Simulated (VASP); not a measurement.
Write the native input for VASP 6.6.1 that does the following.

| Quantity | Value |
| --- | --- |
| Task | relaxation of cell and atoms |
| Functional | PBE |
| Potentials or basis | VASP PAW PBE potentials, release 64 (Rb_sv, Cl) |
| Cutoff | 500 eV |
| k mesh | 12 × 12 × 12 |
| Occupations | methfessel-paxton, width 0.05 eV |
| Spin | no spin polarisation |
| Dipole correction | no |
| Further INCAR settings | ALGO = Normal; EDIFF = 1e-07; IBRION = 2; EDIFFG = -0.03; NSW = 60; ISIF = 3 |

The structure of RbCl lies in POSCAR:

```
RbCl
1.0
    0.0000000000      3.2740000000      3.2740000000
    3.2740000000      0.0000000000      3.2740000000
    3.2740000000      3.2740000000      0.0000000000
Rb Cl
1 1
Direct
    0.0000000000      0.0000000000      0.0000000000
    0.5000000000      0.5000000000      0.5000000000
```

The input as run:

INCAR

```
ALGO = Normal
EDIFF = 1E-7
EDIFFG = -0.03
ENCUT = 500
GGA = PE
GGA_COMPAT = False
IBRION = 2
ISIF = 3
ISMEAR = 1
LASPH = True
LCHARG = False
LREAL = False
LWAVE = False
NELM = 120
NELMIN = 4
NSW = 60
PREC = Accurate
SIGMA = 0.05
```

KPOINTS

```
k-points
0
Gamma
  12 12 12
```

Potentials or basis: VASP PAW PBE potentials, release 64 (Rb_sv, Cl).

Command:

```bash
$ cat potpaw_PBE.64/Rb_sv/POTCAR potpaw_PBE.64/Cl/POTCAR > POTCAR
$ mpirun -np 1 vasp_std > vasp.out
```

It gave:

| Property | Result |
| --- | --- |
| Relaxed volume | 37.67 Å³/atom |
| Relaxed cell | a = 4.741 Å, b = 4.741 Å, c = 4.741 Å, α = 60.00°, β = 60.00°, γ = 60.00° |
| Space group after relaxing (to 0.1 Å) | Fm-3m (No. 225) |
| Energy gained by relaxing | 8.2 meV/atom |
| Ionic steps | 3 |
| Pressure after relaxing | 0.0 GPa |
| Band gap on the k mesh | 4.83 eV |

Run time: 2.9 min on 1 thread of Oxide Virtual Turin-like Processor (shared host), peak memory 0.21 GiB.
